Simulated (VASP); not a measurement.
Here is a VASP 6.6.1 calculation.

INCAR

```
ALGO = Normal
EDIFF = 1E-7
ENCUT = 520
GGA = PE
ISIF = 2
ISMEAR = 0
LASPH = T
LCHARG = F
LREAL = F
LWAVE = F
NBANDS = 46
NELM = 60
PREC = Accurate
SIGMA = 0.05
```

Contents of KPOINTS:

```
k-points
0
Gamma
  6 6 6
```

The input POSCAR:

```
GaN
1.0
    4.5484769745      0.0000000000      0.0000000000
    0.0000000000     -4.5484769745      0.0000000000
    0.0000000000      0.0000000000     -4.5484769745
Ga N
4 4
Direct
    0.0000000000      0.0000000000      0.0000000000
    0.5000000000      0.5000000000      0.0000000000
    0.5000000000      0.0000000000      0.5000000000
    0.0000000000      0.5000000000      0.5000000000
    0.7686552145      0.7686552145      0.7500000000
    0.2500000000      0.2500000000      0.7500000000
    0.2500000000      0.7500000000      0.2500000000
    0.7500000000      0.2500000000      0.2500000000
```

Potentials or basis: VASP PAW PBE potentials, release 64 (Ga_d, N).

The run is started by

```sh
$ cat potpaw_PBE.64/Ga_d/POTCAR potpaw_PBE.64/N/POTCAR > POTCAR
$ mpirun -np 1 vasp_std > vasp.out
```

(1) Estimate the band gap on the k mesh.

(2) What does it give for the largest force?

## Answers

(1) 1.48 eV.

(2) 2.017 eV/Å.

Caveat: the cell differs from its parent crystal (atom 5 (N) moved -0.120 Å towards its neighbour atom 6 (N) at 3.216 Å); forces of over 1 eV/Å act on the atoms, so gaps and moduli don't describe the material at rest.
